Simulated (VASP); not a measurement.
# TaN (Fm-3m) in VASP: a series of runs

Runs on TaN. Level: PBE. Tasks: single point.

Program: VASP 6.6.1. These are calculated values, not measurements. Logs are shortened: lines on timing, memory, paths and dates and some standing lists are left out, and cuts for length are marked.

### Step 1. The cell of the first run

Symmetry: Fm-3m, No. 225, cubic system. Conventional cell: a = 4.269 Å, b = 4.269 Å, c = 4.269 Å, α = 90.00°, β = 90.00°, γ = 90.00°. Ta (site symmetry m-3m) has 6 N at 2.13 Å within 2.8 Å. Within 2.8 Å of N (site symmetry m-3m) lie 6 Ta at 2.13 Å.

### Step 2. Single point, PBE

Input file INCAR:

```
SYSTEM = TaN
PREC = Accurate
ENCUT = 520
EDIFF = 1E-6
ISMEAR = -1
SIGMA = 0.1
LREAL = .FALSE.
LASPH = .TRUE.
NELM = 80
ALGO = Normal
ISIF = 2
LWAVE = .FALSE.
LCHARG = .FALSE.
GGA = PE
NBANDS = 15
```

Input file KPOINTS:

```
regular mesh
0
G
  11 11 11
  0 0 0
```

Input file POSCAR:

```
TaN
1.0
    0.0000000000      2.1345181309      2.1345181309
    2.1345181309      0.0000000000      2.1345181309
    2.1345181309      2.1345181309      0.0000000000
Ta N
1 1
Direct
    0.5000000000      0.5000000000      0.5000000000
    0.0000000000      0.0000000000      0.0000000000
```

Potentials or basis: VASP PAW PBE potentials, release 64 (Ta_pv, N).

On the command line:

```
$ cat potpaw_PBE.64/Ta_pv/POTCAR potpaw_PBE.64/N/POTCAR > POTCAR
$ mpirun -np 1 vasp_std > vasp.out
```

OUTCAR:

```text
SYSTEM = TaN
   PREC = Accurate
   ENCUT = 520
   EDIFF = 1E-6
   ISMEAR = -1
   LREAL = .FALSE.
   LASPH = .TRUE.
   NELM = 80
   ISIF = 2
   GGA = PE

 ion  position               nearest neighbor table
   1  0.500  0.500  0.500-   2 2.13   2 2.13   2 2.13   2 2.13   2 2.13   2 2.13
   2  0.000  0.000  0.000-   1 2.13   1 2.13   1 2.13   1 2.13   1 2.13   1 2.13

  LATTYP: Found a face centered cubic cell.
 ALAT       =     4.2690362618

  Lattice vectors:

 A1 = (   0.0000000000,   2.1345181309,   2.1345181309)
 A2 = (   2.1345181309,   0.0000000000,   2.1345181309)
 A3 = (   2.1345181309,   2.1345181309,   0.0000000000)

Analysis of symmetry for initial positions (statically):
=====================================================================
 Subroutine PRICEL returns:
 Original cell was already a primitive cell.

 Routine SETGRP: Setting up the symmetry group for a
 face centered cubic supercell.

 Subroutine GETGRP returns: Found 48 space group operations
 (whereof 48 operations were pure point group operations)
 out of a pool of 48 trial point group operations.

The static configuration has the point symmetry O_h .

Analysis of symmetry for dynamics (positions and initial velocities):
=====================================================================
 Subroutine PRICEL returns:
 Original cell was already a primitive cell.

 Routine SETGRP: Setting up the symmetry group for a
 face centered cubic supercell.

 Subroutine GETGRP returns: Found 48 space group operations
 (whereof 48 operations were pure point group operations)
 out of a pool of 48 trial point group operations.

The dynamic configuration has the point symmetry O_h .

 Subroutine INISYM returns: Found 48 space group operations
 (whereof 48 operations are pure point group operations),
 and found     1 'primitive' translations

----------------------------------------------------------------------------------------

                                     Primitive cell

  volume of cell :      19.4504

  direct lattice vectors                    reciprocal lattice vectors
     0.000000000  2.134518131  2.134518131    -0.234244907  0.234244907  0.234244907
     2.134518131  0.000000000  2.134518131     0.234244907 -0.234244907  0.234244907
     2.134518131  2.134518131  0.000000000     0.234244907  0.234244907 -0.234244907

  length of vectors
     3.018664490  3.018664490  3.018664490     0.405724079  0.405724079  0.405724079

  position of ions in fractional coordinates (direct lattice)
     0.500000000  0.500000000  0.500000000
     0.000000000  0.000000000  0.000000000

  ion indices of the primitive-cell ions
   primitive index   ion index
                 1           1
                 2           2

----------------------------------------------------------------------------------------

 KPOINTS: regular mesh

Automatic generation of k-mesh.
 Grid dimensions read from file:
 generate k-points for:   11   11   11

 Generating k-lattice:

  Cartesian coordinates                     Fractional coordinates (reciprocal lattice)
    -0.021294992  0.021294992  0.021294992     0.090909091  0.000000000  0.000000000
     0.021294992 -0.021294992  0.021294992     0.000000000  0.090909091  0.000000000
     0.021294992  0.021294992 -0.021294992     0.000000000  0.000000000  0.090909091

  Length of vectors
     0.036884007  0.036884007  0.036884007

  Shift w.r.t. Gamma in fractional coordinates (k-lattice)
     0.000000000  0.000000000  0.000000000

 Subroutine IBZKPT returns following result:
 ===========================================

 Found     56 irreducible k-points:

 Following reciprocal coordinates:
            Coordinates               Weight
  0.000000  0.000000  0.000000      1.000000
  0.090909  0.000000  0.000000      8.000000
  0.181818  0.000000  0.000000      8.000000
  0.272727  0.000000  0.000000      8.000000
  0.363636  0.000000  0.000000      8.000000
  0.454545  0.000000  0.000000      8.000000
[... 16 lines left out ...]
 -0.272727  0.181818  0.000000     24.000000
 -0.181818  0.181818  0.000000     12.000000
 [... further k-points ...]
   k-points           NKPTS =     56   k-points in BZ     NKDIM =     56   number of bands    NBANDS=     15
   number of dos      NEDOS =    301   number of ions     NIONS =      2
   total plane-waves  NPLWV =  13824
   dimension x,y,z NGX =    24 NGY =   24 NGZ =   24
   dimension x,y,z NGXF=    48 NGYF=   48 NGZF=   48
   ions per type =               1   1
   NGX,Y,Z   is equivalent  to a cutoff of  13.22, 13.22, 13.22 a.u.
   NGXF,Y,Z  is equivalent  to a cutoff of  26.43, 26.43, 26.43 a.u.
 SYSTEM =  TaN
   PREC   = accura    normal or accurate (medium, high low for compatibility)
   ISTART =      0    job   : 0-new  1-cont  2-samecut
   ICHARG =      2    charge: 1-file 2-atom 10-const
   ISPIN  =      1    spin polarized calculation?
   LNONCOLLINEAR =      F non collinear calculations
   LSORBIT =      F    spin-orbit coupling
   LASPH  =      T    aspherical Exc in radial PAW
   ENCUT  =  520.0 eV  38.22 Ry    6.18 a.u.   5.61  5.61  5.61*2*pi/ulx,y,z
   NELM   =     80;   NELMIN=  2; NELMDL= -5     # of ELM steps
   EDIFF  = 0.1E-05   stopping-criterion for ELM
   LREAL  =      F    real-space projection
   EDIFFG = 0.1E-04   stopping-criterion for IOM
   NSW    =      0    number of steps for IOM
   IBRION =     -1    ionic relax: 0-MD 1-quasi-New 2-CG
   NFREE  =      0    steps in history (QN), initial steepest desc. (CG)
   ISIF   =      2    stress and relaxation
   ISYM   =      2    0-nonsym 1-usesym 2-fastsym
   POTIM  = 0.5000    time-step for ionic-motion
   TEBEG  =    0.0;   TEEND  =   0.0 temperature during run
   PSTRESS=    0.0 pullay stress
   NELECT =      16.0000    total number of electrons
   NUPDOWN=      -1.0000    fix difference up-down
   EMIN   =  10.00;   EMAX   =-10.00  energy-range for DOS
   EFERMI =   0.00;   METHOD = LEGACY
   ISMEAR =    -1;   SIGMA  =   0.10  broadening in eV -4-tet -1-fermi 0-gaus
   EFERMI_NEDOS =   21; number of points for ismear=-14 and -15
   IALGO  =     38    algorithm
   IMIX   =      4    mixing-type and parameters
     AMIX     =   0.40;   BMIX     =  1.00
     AMIX_MAG =   1.60;   BMIX_MAG =  1.00
  volume/ion in A,a.u.               =       9.73        65.63
  Fermi-wavevector in a.u.,A,eV,Ry     =   1.533928  2.898704 32.013626  2.352935
  Thomas-Fermi vector in A             =   2.640927
   LORBIT       =      0    0 simple, 1 ext, 2 COOP (PROOUT), +10 PAW based schemes
   GGA     = PE    functional components
   LHFCALC =     F    Hartree Fock is set to
   AEXX    =    0.0000 exact exchange contribution
   IVDW    =     0    specifies the selected vdW correction
   LEPSILON=     F    determine dielectric tensor
   LRPA    =     F    only Hartree local field effects (RPA)
 non-spin polarized calculation
  energy-cutoff  :      520.00
  volume of cell :       19.45
 maximum number of plane-waves:       534
   NGX = 11   NGY = 11   NGZ = 11

 number of electron      15.9999998 magnetization

 Free energy of the ion-electron system (eV)
  ---------------------------------------------------
  ext. energy  EPLUGINS =         0.00000000
  ---------------------------------------------------
  free energy    TOTEN  =       -21.56459524 eV

  energy without entropy =      -21.53927415  energy(sigma->0) =      -21.55193469

 E-fermi :  10.6142     XC(G=0): -13.9386

 val. band max:       10.5324738775   @ k =  -0.3636   0.2727   0.0909
 cond. band min:      10.6718437159   @ k =   0.0000   0.0000   0.0000
 fundamental gap:      0.1393698384
 Fermi energy:        10.6142156952

 k-point     1 :       0.0000    0.0000    0.0000
  band No.  band energies     occupation
      1     -25.0123      2.00000
      2     -25.0123      2.00000
      3     -25.0123      2.00000
      4      -9.0223      2.00000
      5       6.5013      2.00000
      6       6.5013      2.00000
      7       6.5013      2.00000
      8       8.2189      2.00000
      9       8.2189      2.00000
     10       8.2189      2.00000
     11      10.6718      0.71958
     12      10.6718      0.71958
     13      12.9154      0.00000
     14      20.0224      0.00000
     15      23.1614      0.00000

 k-point     2 :       0.0909    0.0000    0.0000
  band No.  band energies     occupation
      1     -25.1166      2.00000
      2     -25.0210      2.00000
      3     -25.0210      2.00000
      4      -8.7835      2.00000
      5       5.4883      2.00000
      6       5.7762      2.00000
      7       5.7762      2.00000
      8       8.5615      2.00000
      9       8.5615      2.00000
     10       8.6669      2.00000
     11      11.5506      0.00017
     12      11.5506      0.00017
     13      13.4881      0.00000
     14      20.7119      0.00000
     15      23.1612      0.00000

 k-point     3 :       0.1818    0.0000    0.0000
  band No.  band energies     occupation
      1     -25.3866      2.00000
      2     -25.0444      2.00000
      3     -25.0444      2.00000
      4      -8.1268      2.00000
      5       3.7441      2.00000
      6       4.5667      2.00000
      7       4.5667      2.00000
      8       9.2320      2.00000
      9       9.3363      1.99999
     10       9.3363      1.99999
     11      13.4162      0.00000
     12      13.4162      0.00000
     13      14.7747      0.00000
     14      22.4474      0.00000
     15      23.1606      0.00000

 k-point     4 :       0.2727    0.0000    0.0000
  band No.  band energies     occupation
      1     -25.7208      2.00000
      2     -25.0748      2.00000
      3     -25.0748      2.00000
      4      -7.2060      2.00000
      5       2.0070      2.00000
      6       3.5099      2.00000
      7       3.5099      2.00000
      8       9.9754      1.99664
      9      10.4478      1.68154
     10      10.4478      1.68154
     11      15.5284      0.00000
     12      15.5284      0.00000
     13      15.9771      0.00000
     14      23.1503      0.00000
     15      23.8611      0.00000
[... 307 lines left out ...]
 k-point    22 :      -0.3636    0.1818    0.0000
  band No.  band energies     occupation
      1     -26.0161      2.00000
      2     -25.3798      2.00000
      3     -25.1479      2.00000
      4      -6.0746      2.00000
      5       0.4337      2.00000
      6       2.6623      2.00000
      7       3.1254      2.00000
      8      11.4669      0.00040
      9      11.9167      0.00000
     10      12.2179      0.00000
     11      15.7471      0.00000
     12      18.6506      0.00000
     13      19.1216      0.00000
     14      22.6348      0.00000
     15      23.2092      0.00000

 k-point    23 :      -0.2727    0.1818    0.0000
  band No.  band energies     occupation
      1     -25.8691      2.00000
      2     -25.3546      2.00000
      3     -25.0977      2.00000
      4      -6.4575      2.00000
      5       0.8699      2.00000
      6       2.7488      2.00000
      7       3.5603      2.00000
      8      10.7341      0.46349
      9      10.7932      0.28622
     10      12.8833      0.00000
     11      14.1502      0.00000
     12      17.7468      0.00000
     13      18.7129      0.00000
     14      23.0990      0.00000
     15      23.5228      0.00000

 k-point    24 :      -0.1818    0.1818    0.0000
  band No.  band energies     occupation
      1     -25.6827      2.00000
      2     -25.2638      2.00000
      3     -25.0558      2.00000
      4      -7.0799      2.00000
      5       1.7298      2.00000
      6       3.1386      2.00000
      7       4.0738      2.00000
      8       9.7909      1.99947
      9      10.2171      1.96298
     10      12.1957      0.00000
     11      12.8900      0.00000
     12      16.9360      0.00000
     13      17.2433      0.00000
     14      23.1530      0.00000
     15      24.6811      0.00000

 [... further k-points ...]
[... 5 lines left out ...]
  --------------------------------------------------------------------------------------
  -------------------------------------------------------------------------------------
  Total        5.3157167      5.3157167      5.3157167      0.0000000      0.0000000      0.0000000
  in kB      437.8676570    437.8676570    437.8676570      0.0000000      0.0000000      0.0000000
  external PRESSURE =     437.8676570 kB  Pullay stress =       0.0000000 kB

 VOLUME and BASIS-vectors are now :
 -----------------------------------------------------------------------------
  energy-cutoff  :      520.00
  volume of cell :       19.45
      direct lattice vectors                 reciprocal lattice vectors
     0.000000000  2.134518131  2.134518131    -0.234244907  0.234244907  0.234244907
     2.134518131  0.000000000  2.134518131     0.234244907 -0.234244907  0.234244907
     2.134518131  2.134518131  0.000000000     0.234244907  0.234244907 -0.234244907

 POSITION                                       TOTAL-FORCE (eV/Angst)
 -----------------------------------------------------------------------------------
      2.13452      2.13452      2.13452         0.000000      0.000000      0.000000
      0.00000      0.00000      0.00000        -0.000000     -0.000000     -0.000000
 -----------------------------------------------------------------------------------
    total drift:                                0.000000     -0.000000     -0.000000

  FREE ENERGIE OF THE ION-ELECTRON SYSTEM (eV)
  ---------------------------------------------------
  free  energy   TOTEN  =       -21.5645952404 eV

  energy  without entropy=      -21.5392741486  energy(sigma->0) =      -21.55193469
```

Run time: 12 s. Hardware: 1 thread of AMD EPYC 9R45 (Zen 5), shared host; peak memory 0.12 GiB.

What came out:

```
Free energy            : -21.5646 eV
Pressure               : 43.8 GPa
Band gap on the k mesh : zero (band 8 reaches 12.50 eV, above the bottom of band 9 at 8.22 eV)
```

Caveat: spin-orbit coupling is left out, which moves the levels of the heavy elements.

### Step 3. Single point, PBE

This run uses another cell than the first one, of 9.93 Å³/atom, 1.021 times its volume.

Input file INCAR:

```
SYSTEM = TaN
PREC = Accurate
ENCUT = 520
EDIFF = 1E-6
ISMEAR = -1
SIGMA = 0.1
LREAL = .False.
LASPH = .True.
NELM = 80
ALGO = Normal
ISIF = 2
LWAVE = .False.
LCHARG = .False.
GGA = PE
NBANDS = 15
```

Input file KPOINTS:

```
Automatic mesh
0
Gamma
  11 11 11
  0 0 0
```

Input file POSCAR:

```
TaN
1.0
    0.0000000000      2.1495504440      2.1495504440
    2.1495504440      0.0000000000      2.1495504440
    2.1495504440      2.1495504440      0.0000000000
Ta N
1 1
Direct
    0.5000000000      0.5000000000      0.5000000000
    0.0000000000      0.0000000000      0.0000000000
```

Potentials or basis: VASP PAW PBE potentials, release 64 (Ta_pv, N).

On the command line:

```
$ cat potpaw_PBE.64/Ta_pv/POTCAR potpaw_PBE.64/N/POTCAR > POTCAR
$ mpirun -np 1 vasp_std > vasp.out
```

Wall time 11 s (1 thread of AMD EPYC 9R45 (Zen 5), shared host); peak memory 0.12 GiB.

Results (log left out):

- Free energy: -21.6645 eV
- Pressure: 33.4 GPa
- Band gap on the k mesh: zero (band 8 reaches 12.19 eV, above the bottom of band 9 at 8.03 eV)

Levels at points of the mesh, in eV from the Fermi level:
| k point | band 5 | band 6 | band 7 | band 8 | band 9 | band 10 | band 11 | band 12 |
| --- | --- | --- | --- | --- | --- | --- | --- | --- |
| (0.00, 0.00, 0.00) | -4.05 | -4.05 | -4.05 | -2.33 | -2.33 | -2.33 | 0.05 | 0.05 |

Caveat: spin-orbit coupling is left out, which moves the levels of the heavy elements.

### Step 4. Single point, PBE

This run uses another cell than the first one, of 10.14 Å³/atom, 1.043 times its volume.

Input file INCAR:

```
SYSTEM = TaN
  PREC = Accurate
  ENCUT = 520
  EDIFF = 1E-6
  ISMEAR = -1
  SIGMA = 0.1
  LREAL = .False.
  LASPH = .True.
  NELM = 60
  ALGO = Normal
  ISIF = 2
  LWAVE = .False.
  LCHARG = .False.
  GGA = PE
  NBANDS = 15
```

Input file KPOINTS:

```
regular mesh
0
Gamma
  11 11 11
  0 0 0
```

Input file POSCAR:

```
TaN
1.0
    0.0000000000      2.1643753983      2.1643753983
    2.1643753983      0.0000000000      2.1643753983
    2.1643753983      2.1643753983      0.0000000000
Ta N
1 1
Direct
    0.5000000000      0.5000000000      0.5000000000
    0.0000000000      0.0000000000      0.0000000000
```

Potentials or basis: VASP PAW PBE potentials, release 64 (Ta_pv, N).

On the command line:

```
$ cat potpaw_PBE.64/Ta_pv/POTCAR potpaw_PBE.64/N/POTCAR > POTCAR
$ mpirun -np 1 vasp_std > vasp.out
```

OUTCAR:

```text
SYSTEM = TaN
   PREC = Accurate
   ENCUT = 520
   EDIFF = 1E-6
   ISMEAR = -1
   LREAL = .False.
   LASPH = .True.
   NELM = 60
   ISIF = 2
   GGA = PE

 ion  position               nearest neighbor table
   1  0.500  0.500  0.500-   2 2.16   2 2.16   2 2.16   2 2.16   2 2.16   2 2.16
   2  0.000  0.000  0.000-   1 2.16   1 2.16   1 2.16   1 2.16   1 2.16   1 2.16

  LATTYP: Found a face centered cubic cell.
 ALAT       =     4.3287507966

  Lattice vectors:

[... 608 lines left out ...]
      9       9.7511      1.95071
     10      11.5989      0.00000
     11      12.1940      0.00000
     12      16.0955      0.00000
     13      16.3910      0.00000
     14      22.5598      0.00000
     15      23.8071      0.00000

 [... further k-points ...]
[... 5 lines left out ...]
  --------------------------------------------------------------------------------------
  -------------------------------------------------------------------------------------
  Total        3.0489359      3.0489359      3.0489359      0.0000000      0.0000000      0.0000000
  in kB      240.8968493    240.8968493    240.8968493      0.0000000      0.0000000      0.0000000
  external PRESSURE =     240.8968493 kB  Pullay stress =       0.0000000 kB

 VOLUME and BASIS-vectors are now :
 -----------------------------------------------------------------------------
  energy-cutoff  :      520.00
  volume of cell :       20.28
      direct lattice vectors                 reciprocal lattice vectors
     0.000000000  2.164375398  2.164375398    -0.231013530  0.231013530  0.231013530
     2.164375398  0.000000000  2.164375398     0.231013530 -0.231013530  0.231013530
     2.164375398  2.164375398  0.000000000     0.231013530  0.231013530 -0.231013530

 POSITION                                       TOTAL-FORCE (eV/Angst)
 -----------------------------------------------------------------------------------
      2.16438      2.16438      2.16438         0.000000      0.000000      0.000000
      0.00000      0.00000      0.00000        -0.000000     -0.000000     -0.000000
 -----------------------------------------------------------------------------------
    total drift:                                0.000000     -0.000000     -0.000000

  FREE ENERGIE OF THE ION-ELECTRON SYSTEM (eV)
  ---------------------------------------------------
  free  energy   TOTEN  =       -21.7389584608 eV

  energy  without entropy=      -21.7119953397  energy(sigma->0) =      -21.72547690
```

stdout:

```text
POSCAR found type information on POSCAR TaN
 POSCAR found :  2 types and       2 ions
 scaLAPACK will be used
 LDA part: xc-table for (Slater+PW92), standard interpolation
 POSCAR, INCAR and KPOINTS ok, starting setup
 FFT: planning ... GRIDC
 FFT: planning ... GRID_SOFT
 FFT: planning ... GRID
 WAVECAR not read
 entering main loop
```

Wall time 11 s (1 thread of AMD EPYC 9R45 (Zen 5), shared host); peak memory 0.12 GiB.

Results:

- Free energy: -21.7390 eV
- Pressure: 24.1 GPa
- Band gap on the k mesh: zero (band 8 reaches 11.89 eV, above the bottom of band 9 at 7.85 eV)

Caveat: spin-orbit coupling is left out, which moves the levels of the heavy elements.

(Continued in part 2 of 3.)
